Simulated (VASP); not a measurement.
# Sc (Pm-3m) in VASP: notebook

Sc is run at these levels: BLYP; tasks: single point.

Program: VASP 6.6.1. These are calculated values, not measurements. Logs are shortened: lines on timing, memory, paths and dates and some standing lists are left out, and cuts for length are marked.

## 1. The cell of the first run

The structure is cubic, space group Pm-3m (No. 221). Conventional cell: a = 2.874 Å, b = 2.874 Å, c = 2.874 Å, α = 90.00°, β = 90.00°, γ = 90.00°. Within 3.8 Å of Sc (site symmetry m-3m) lie 6 Sc at 2.87 Å.

## 2. Single point, BLYP (volume scaled by 0.88)

INCAR

```
PREC = Accurate
ENCUT = 520
EDIFF = 1E-6
ISMEAR = -1
SIGMA = 0.1
LREAL = False
LASPH = True
NELM = 60
ALGO = Normal
ISIF = 2
LWAVE = False
LCHARG = False
GGA = B5
ALDAX = 1.0
AGGAX = 1.0
AGGAC = 1.0
ALDAC = 0.0
NBANDS = 12
```

KPOINTS

```
regular mesh
0
Gamma
  12 12 12
```

POSCAR

```
Sc
1.0
    2.8736252032      0.0000000000      0.0000000000
    0.0000000000      2.8736252032      0.0000000000
    0.0000000000      0.0000000000      2.8736252032
Sc
1
Direct
    0.0000000000      0.0000000000      0.0000000000
```

Potentials or basis: VASP PAW PBE potentials, release 64 (Sc_sv).

On the command line:

```
$ cat potpaw_PBE.64/Sc_sv/POTCAR > POTCAR
$ mpirun -np 1 vasp_std > vasp.out
```

OUTCAR:

```text
PREC = Accurate
   ENCUT = 520
   EDIFF = 1E-6
   ISMEAR = -1
   LREAL = False
   LASPH = True
   NELM = 60
   ISIF = 2
   GGA = B5

 ion  position               nearest neighbor table
   1  0.000  0.000  0.000-

  LATTYP: Found a simple cubic cell.
 ALAT       =     2.8736252032

  Lattice vectors:

 A1 = (   2.8736252032,   0.0000000000,   0.0000000000)
 A2 = (   0.0000000000,   2.8736252032,   0.0000000000)
 A3 = (   0.0000000000,   0.0000000000,   2.8736252032)

Analysis of symmetry for initial positions (statically):
=====================================================================
 Subroutine PRICEL returns:
 Original cell was already a primitive cell.

 Routine SETGRP: Setting up the symmetry group for a
 simple cubic supercell.

 Subroutine GETGRP returns: Found 48 space group operations
 (whereof 48 operations were pure point group operations)
 out of a pool of 48 trial point group operations.

The static configuration has the point symmetry O_h .

Analysis of symmetry for dynamics (positions and initial velocities):
=====================================================================
 Subroutine PRICEL returns:
 Original cell was already a primitive cell.

 Routine SETGRP: Setting up the symmetry group for a
 simple cubic supercell.

 Subroutine GETGRP returns: Found 48 space group operations
 (whereof 48 operations were pure point group operations)
 out of a pool of 48 trial point group operations.

The dynamic configuration has the point symmetry O_h .

 Subroutine INISYM returns: Found 48 space group operations
 (whereof 48 operations are pure point group operations),
 and found     1 'primitive' translations

----------------------------------------------------------------------------------------

                                     Primitive cell

  volume of cell :      23.7296

  direct lattice vectors                    reciprocal lattice vectors
     2.873625203  0.000000000  0.000000000     0.347992494  0.000000000  0.000000000
     0.000000000  2.873625203  0.000000000     0.000000000  0.347992494  0.000000000
     0.000000000  0.000000000  2.873625203     0.000000000  0.000000000  0.347992494

  length of vectors
     2.873625203  2.873625203  2.873625203     0.347992494  0.347992494  0.347992494

  position of ions in fractional coordinates (direct lattice)
     0.000000000  0.000000000  0.000000000

  ion indices of the primitive-cell ions
   primitive index   ion index
                 1           1

----------------------------------------------------------------------------------------

 KPOINTS: regular mesh

Automatic generation of k-mesh.
 Grid dimensions read from file:
 generate k-points for:   12   12   12

 Generating k-lattice:

  Cartesian coordinates                     Fractional coordinates (reciprocal lattice)
     0.028999374  0.000000000  0.000000000     0.083333333  0.000000000  0.000000000
     0.000000000  0.028999374  0.000000000     0.000000000  0.083333333  0.000000000
     0.000000000  0.000000000  0.028999374     0.000000000  0.000000000  0.083333333

  Length of vectors
     0.028999374  0.028999374  0.028999374

  Shift w.r.t. Gamma in fractional coordinates (k-lattice)
     0.000000000  0.000000000  0.000000000

 Subroutine IBZKPT returns following result:
 ===========================================

 Found     84 irreducible k-points:

 Following reciprocal coordinates:
            Coordinates               Weight
  0.000000  0.000000  0.000000      1.000000
  0.083333  0.000000  0.000000      6.000000
  0.166667  0.000000  0.000000      6.000000
  0.250000  0.000000  0.000000      6.000000
  0.333333  0.000000  0.000000      6.000000
  0.416667  0.000000  0.000000      6.000000
[... 16 lines left out ...]
  0.333333  0.333333  0.000000     12.000000
  0.416667  0.333333  0.000000     24.000000
 [... further k-points ...]
   k-points           NKPTS =     84   k-points in BZ     NKDIM =     84   number of bands    NBANDS=     12
   number of dos      NEDOS =    301   number of ions     NIONS =      1
   total plane-waves  NPLWV =  13824
   dimension x,y,z NGX =    24 NGY =   24 NGZ =   24
   dimension x,y,z NGXF=    48 NGYF=   48 NGZF=   48
   ions per type =               1
   NGX,Y,Z   is equivalent  to a cutoff of  13.88, 13.88, 13.88 a.u.
   NGXF,Y,Z  is equivalent  to a cutoff of  27.77, 27.77, 27.77 a.u.
 SYSTEM =  unknown system
   PREC   = accura    normal or accurate (medium, high low for compatibility)
   ISTART =      0    job   : 0-new  1-cont  2-samecut
   ICHARG =      2    charge: 1-file 2-atom 10-const
   ISPIN  =      1    spin polarized calculation?
   LNONCOLLINEAR =      F non collinear calculations
   LSORBIT =      F    spin-orbit coupling
   LASPH  =      T    aspherical Exc in radial PAW
   ENCUT  =  520.0 eV  38.22 Ry    6.18 a.u.   5.34  5.34  5.34*2*pi/ulx,y,z
   NELM   =     60;   NELMIN=  2; NELMDL= -5     # of ELM steps
   EDIFF  = 0.1E-05   stopping-criterion for ELM
   LREAL  =      F    real-space projection
   EDIFFG = 0.1E-04   stopping-criterion for IOM
   NSW    =      0    number of steps for IOM
   IBRION =     -1    ionic relax: 0-MD 1-quasi-New 2-CG
   NFREE  =      0    steps in history (QN), initial steepest desc. (CG)
   ISIF   =      2    stress and relaxation
   ISYM   =      2    0-nonsym 1-usesym 2-fastsym
   POTIM  = 0.5000    time-step for ionic-motion
   TEBEG  =    0.0;   TEEND  =   0.0 temperature during run
   PSTRESS=    0.0 pullay stress
   NELECT =      11.0000    total number of electrons
   NUPDOWN=      -1.0000    fix difference up-down
   EMIN   =  10.00;   EMAX   =-10.00  energy-range for DOS
   EFERMI =   0.00;   METHOD = LEGACY
   ISMEAR =    -1;   SIGMA  =   0.10  broadening in eV -4-tet -1-fermi 0-gaus
   EFERMI_NEDOS =   21; number of points for ismear=-14 and -15
   IALGO  =     38    algorithm
   IMIX   =      4    mixing-type and parameters
     AMIX     =   0.40;   BMIX     =  1.00
     AMIX_MAG =   1.60;   BMIX_MAG =  1.00
  volume/ion in A,a.u.               =      23.73       160.14
  Fermi-wavevector in a.u.,A,eV,Ry     =   1.266997  2.394277 21.841181  1.605282
  Thomas-Fermi vector in A             =   2.400168
   LORBIT       =      0    0 simple, 1 ext, 2 COOP (PROOUT), +10 PAW based schemes
   GGA     = B5    functional components
   LHFCALC =     F    Hartree Fock is set to
   AEXX    =    0.0000 exact exchange contribution
   IVDW    =     0    specifies the selected vdW correction
   LEPSILON=     F    determine dielectric tensor
   LRPA    =     F    only Hartree local field effects (RPA)
 non-spin polarized calculation
  energy-cutoff  :      520.00
  volume of cell :       23.73
 maximum number of plane-waves:       657
 NGX is ok and might be reduce to    24
   NGX = 11   NGY = 11   NGZ = 11

 number of electron      11.0000003 magnetization

 Free energy of the ion-electron system (eV)
  ---------------------------------------------------
  ext. energy  EPLUGINS =         0.00000000
  ---------------------------------------------------
  free energy    TOTEN  =        -4.64474751 eV

  energy without entropy =       -4.55988361  energy(sigma->0) =       -4.60231556

 E-fermi :   4.4393     XC(G=0):  -9.4601

 val. band max:        4.4352255331   @ k =   0.3333   0.1667   0.0000
 cond. band min:       4.4511571249   @ k =   0.5000   0.3333   0.3333
 fundamental gap:      0.0159315918
 Fermi energy:         4.4392904830

 k-point     1 :       0.0000    0.0000    0.0000
  band No.  band energies     occupation
      1     -44.8754      2.00000
      2     -23.3078      2.00000
      3     -23.3078      2.00000
      4     -23.3078      2.00000
      5      -0.5744      2.00000
      6       3.8193      1.99595
      7       3.8193      1.99595
      8       8.5197      0.00000
      9       8.5197      0.00000
     10       8.5197      0.00000
     11      17.6435      0.00000
     12      17.6435      0.00000

 k-point     2 :       0.0833    0.0000    0.0000
  band No.  band energies     occupation
      1     -44.8693      2.00000
      2     -23.3565      2.00000
      3     -23.3037      2.00000
      4     -23.3037      2.00000
      5      -0.4208      2.00000
      6       3.8593      1.99396
      7       3.9235      1.98856
      8       8.3756      0.00000
      9       8.3756      0.00000
     10       8.5302      0.00000
     11      16.5785      0.00000
     12      17.9025      0.00000

 k-point     3 :       0.1667    0.0000    0.0000
  band No.  band energies     occupation
      1     -44.8525      2.00000
      2     -23.4878      2.00000
      3     -23.2924      2.00000
      4     -23.2924      2.00000
      5       0.0194      2.00000
      6       3.9711      1.98164
      7       4.2005      1.83179
      8       8.0098      0.00000
      9       8.0098      0.00000
     10       8.5589      0.00000
     11      14.7502      0.00000
     12      18.6148      0.00000
[... 286 lines left out ...]
 k-point    23 :       0.3333    0.3333    0.0000
  band No.  band energies     occupation
      1     -44.7390      2.00000
      2     -23.7734      2.00000
      3     -23.7564      2.00000
      4     -23.2168      2.00000
      5       2.6889      2.00000
      6       4.3008      1.59969
      7       6.4354      0.00000
      8       6.8706      0.00000
      9       7.3539      0.00000
     10       7.4948      0.00000
     11      12.0944      0.00000
     12      14.9964      0.00000

 k-point    24 :       0.4167    0.3333    0.0000
  band No.  band energies     occupation
      1     -44.7224      2.00000
      2     -23.8831      2.00000
      3     -23.7475      2.00000
      4     -23.2059      2.00000
      5       2.8257      2.00000
      6       4.3322      1.48965
      7       6.6551      0.00000
      8       7.1662      0.00000
      9       7.4957      0.00000
     10       7.6380      0.00000
     11      11.1824      0.00000
     12      15.3695      0.00000

 [... further k-points ...]
[... 5 lines left out ...]
  --------------------------------------------------------------------------------------
  -------------------------------------------------------------------------------------
  Total        0.7338719      0.7338719      0.7338719      0.0000000      0.0000000     -0.0000000
  in kB       49.5496373     49.5496373     49.5496373      0.0000000      0.0000000     -0.0000000
  external PRESSURE =      49.5496373 kB  Pullay stress =       0.0000000 kB

 VOLUME and BASIS-vectors are now :
 -----------------------------------------------------------------------------
  energy-cutoff  :      520.00
  volume of cell :       23.73
      direct lattice vectors                 reciprocal lattice vectors
     2.873625203  0.000000000  0.000000000     0.347992494  0.000000000  0.000000000
     0.000000000  2.873625203  0.000000000     0.000000000  0.347992494  0.000000000
     0.000000000  0.000000000  2.873625203     0.000000000  0.000000000  0.347992494

 POSITION                                       TOTAL-FORCE (eV/Angst)
 -----------------------------------------------------------------------------------
      0.00000      0.00000      0.00000         0.000000      0.000000      0.000000
 -----------------------------------------------------------------------------------
    total drift:                               -0.000000      0.000000     -0.000000

  FREE ENERGIE OF THE ION-ELECTRON SYSTEM (eV)
  ---------------------------------------------------
  free  energy   TOTEN  =        -4.6447475100 eV

  energy  without entropy=       -4.5598836147  energy(sigma->0) =       -4.60231556
```

Run time: 15 s. Hardware: 1 thread of AMD EPYC 9R14 (Zen 4), shared host; peak memory 0.12 GiB.

Results:

```
Free energy : -4.6447 eV
Pressure    : 5.0 GPa
```

Levels at points of the mesh, in eV from the Fermi level:
```csv
k point,band 2,band 3,band 4,band 5,band 6,band 7,band 8,band 9,band 10,band 11
"(0.00, 0.00, 0.00)",-27.75,-27.75,-27.75,-5.01,-0.62,-0.62,4.08,4.08,4.08,13.20
"(0.50, 0.00, 0.00)",-28.44,-27.68,-27.68,-1.57,-0.22,0.04,2.35,2.35,4.24,6.64
"(0.50, 0.50, 0.00)",-28.34,-28.34,-27.63,-1.95,0.28,2.74,2.74,4.27,4.27,5.10
"(0.50, 0.50, 0.50)",-28.25,-28.25,-28.25,-0.60,-0.60,-0.60,5.19,5.19,7.79,9.42
```

Caveat: the PAW data sets were made with another functional, which shifts forces and pressure a little.

## 3. Single point, BLYP (volume scaled by 0.92)

INCAR

```
SYSTEM = Sc
PREC = Accurate
ENCUT = 520
EDIFF = 1E-7
ISMEAR = -1
SIGMA = 0.1
LREAL = .False.
LASPH = .True.
NELM = 60
ALGO = Normal
ISIF = 2
LWAVE = .False.
LCHARG = .False.
GGA = B5
ALDAX = 1.0
AGGAX = 1.0
AGGAC = 1.0
ALDAC = 0.0
NBANDS = 12
```

KPOINTS

```
regular mesh
0
Gamma
  12 12 12
  0 0 0
```

POSCAR

```
Sc
1.0
    2.9165214558      0.0000000000      0.0000000000
    0.0000000000      2.9165214558      0.0000000000
    0.0000000000      0.0000000000      2.9165214558
Sc
1
Direct
    0.0000000000      0.0000000000      0.0000000000
```

Potentials or basis: VASP PAW PBE potentials, release 64 (Sc_sv).

On the command line:

```
$ cat potpaw_PBE.64/Sc_sv/POTCAR > POTCAR
$ mpirun -np 1 vasp_std > vasp.out
```

Run time: 18 s. Hardware: 1 thread of AMD EPYC 9R14 (Zen 4), shared host; peak memory 0.12 GiB.

It converged, with:

```
Free energy : -4.6719 eV
Pressure    : 3.0 GPa
```

Levels at points of the mesh, in eV from the Fermi level:
```tsv
k point	band 1	band 2	band 3	band 4	band 5	band 6	band 7	band 8	band 9	band 10
(0.00, 0.00, 0.00)	-49.38	-27.86	-27.86	-27.86	-4.94	-0.57	-0.57	3.89	3.89	3.89
(0.50, 0.00, 0.00)	-49.30	-28.47	-27.80	-27.80	-1.59	-0.26	0.05	2.27	2.27	4.04
(0.50, 0.50, 0.00)	-49.23	-28.38	-28.38	-27.75	-1.81	0.24	2.63	2.63	4.04	4.04
(0.50, 0.50, 0.50)	-49.16	-28.30	-28.30	-28.30	-0.52	-0.52	-0.52	4.94	4.94	7.73
```

Caveat: the PAW data sets were made with another functional, which shifts forces and pressure a little.

## 4. Single point, BLYP (volume scaled by 0.96)

INCAR

```
AGGAC = 1.0 ; AGGAX = 1.0
ALDAC = 0.0 ; ALDAX = 1.0
ALGO = Normal ; EDIFF = 1E-6
ENCUT = 520 ; GGA = B5
ISIF = 2 ; ISMEAR = -1
LASPH = T ; LCHARG = F
LREAL = F ; LWAVE = F
NBANDS = 12 ; NELM = 60
PREC = Accurate ; SIGMA = 0.1
```

KPOINTS

```
k-points
0
Gamma
  12 12 12
```

POSCAR

```
Sc
1.0
    2.9581916779      0.0000000000      0.0000000000
    0.0000000000      2.9581916779      0.0000000000
    0.0000000000      0.0000000000      2.9581916779
Sc
1
Direct
    0.0000000000      0.0000000000      0.0000000000
```

Potentials or basis: VASP PAW PBE potentials, release 64 (Sc_sv).

On the command line:

```
$ cat potpaw_PBE.64/Sc_sv/POTCAR > POTCAR
$ mpirun -np 1 vasp_std > vasp.out
```

OUTCAR:

```text
EDIFF = 1E-6
   ENCUT = 520
   GGA = B5
   ISIF = 2
   ISMEAR = -1
   LASPH = T
   LREAL = F
   NELM = 60
   PREC = Accurate

 ion  position               nearest neighbor table
   1  0.000  0.000  0.000-

  LATTYP: Found a simple cubic cell.
 ALAT       =     2.9581916779

  Lattice vectors:

 A1 = (   2.9581916779,   0.0000000000,   0.0000000000)
 A2 = (   0.0000000000,   2.9581916779,   0.0000000000)
 A3 = (   0.0000000000,   0.0000000000,   2.9581916779)

Analysis of symmetry for initial positions (statically):
[... 528 lines left out ...]
      4     -23.9708      2.00000
      5       2.4725      2.00000
      6       3.7579      1.64073
      7       5.8719      0.00000
      8       6.4274      0.00000
      9       6.7199      0.00000
     10       6.7728      0.00000
     11      10.0646      0.00000
     12      14.0515      0.00000

 [... further k-points ...]
[... 5 lines left out ...]
  --------------------------------------------------------------------------------------
  -------------------------------------------------------------------------------------
  Total        0.2191183      0.2191183      0.2191183     -0.0000000     -0.0000000     -0.0000000
  in kB       13.5615788     13.5615788     13.5615788     -0.0000000     -0.0000000     -0.0000000
  external PRESSURE =      13.5615788 kB  Pullay stress =       0.0000000 kB

 VOLUME and BASIS-vectors are now :
 -----------------------------------------------------------------------------
  energy-cutoff  :      520.00
  volume of cell :       25.89
      direct lattice vectors                 reciprocal lattice vectors
     2.958191678  0.000000000  0.000000000     0.338044356  0.000000000  0.000000000
     0.000000000  2.958191678  0.000000000     0.000000000  0.338044356  0.000000000
     0.000000000  0.000000000  2.958191678     0.000000000  0.000000000  0.338044356

 POSITION                                       TOTAL-FORCE (eV/Angst)
 -----------------------------------------------------------------------------------
      0.00000      0.00000      0.00000         0.000000      0.000000      0.000000
 -----------------------------------------------------------------------------------
    total drift:                                0.000000      0.000000      0.000000

  FREE ENERGIE OF THE ION-ELECTRON SYSTEM (eV)
  ---------------------------------------------------
  free  energy   TOTEN  =        -4.6868447618 eV

  energy  without entropy=       -4.5959245749  energy(sigma->0) =       -4.64138467
```

OSZICAR:

```text
N       E                     dE             d eps       ncg     rms          rms(c)
DAV:   1     0.776214940256E+02    0.77621E+02   -0.50764E+03  2016   0.887E+02
DAV:   2    -0.366915975934E+01   -0.81291E+02   -0.79639E+02  2024   0.284E+02
DAV:   3    -0.517807386434E+01   -0.15089E+01   -0.14659E+01  2636   0.509E+01
DAV:   4    -0.520369717272E+01   -0.25623E-01   -0.25595E-01  2428   0.534E+00
DAV:   5    -0.520419492190E+01   -0.49775E-03   -0.49774E-03  2808   0.752E-01    0.482E+00
DAV:   6    -0.473110648744E+01    0.47309E+00   -0.78731E-01  3008   0.122E+01    0.122E+00
DAV:   7    -0.469012264007E+01    0.40984E-01   -0.75305E-02  3120   0.329E+00    0.434E-01
DAV:   8    -0.468682424212E+01    0.32984E-02   -0.99713E-03  2128   0.140E+00    0.134E-01
DAV:   9    -0.468681774268E+01    0.64994E-05   -0.92258E-04  3060   0.425E-01    0.409E-02
DAV:  10    -0.468684507781E+01   -0.27335E-04   -0.19209E-04  3088   0.155E-01    0.888E-03
DAV:  11    -0.468684399508E+01    0.10827E-05   -0.51353E-06  3084   0.289E-02    0.339E-03
DAV:  12    -0.468684476182E+01   -0.76674E-06   -0.10454E-06  1796   0.112E-02
   1 F= -.46868448E+01 E0= -.46413847E+01  d E =-.909202E-01
```

Run time: 17 s. Hardware: 1 thread of AMD EPYC 9R14 (Zen 4), shared host; peak memory 0.12 GiB.

What came out:

```yaml
Free_energy: -4.6868 eV
Pressure: 1.4 GPa
```

Levels at points of the mesh, in eV from the Fermi level:
```csv
k point,band 2,band 3,band 4,band 5,band 6,band 7,band 8,band 9
"(0.00, 0.00, 0.00)",-27.96,-27.96,-27.96,-4.86,-0.52,-0.52,3.72,3.72
"(0.50, 0.00, 0.00)",-28.49,-27.91,-27.91,-1.61,-0.29,0.06,2.19,2.19
"(0.50, 0.50, 0.00)",-28.42,-28.42,-27.87,-1.68,0.20,2.53,2.53,3.84
"(0.50, 0.50, 0.50)",-28.35,-28.35,-28.35,-0.46,-0.46,-0.46,4.71,4.71
```

Caveat: the PAW data sets were made with another functional, which shifts forces and pressure a little.

(Continued in part 2 of 2.)
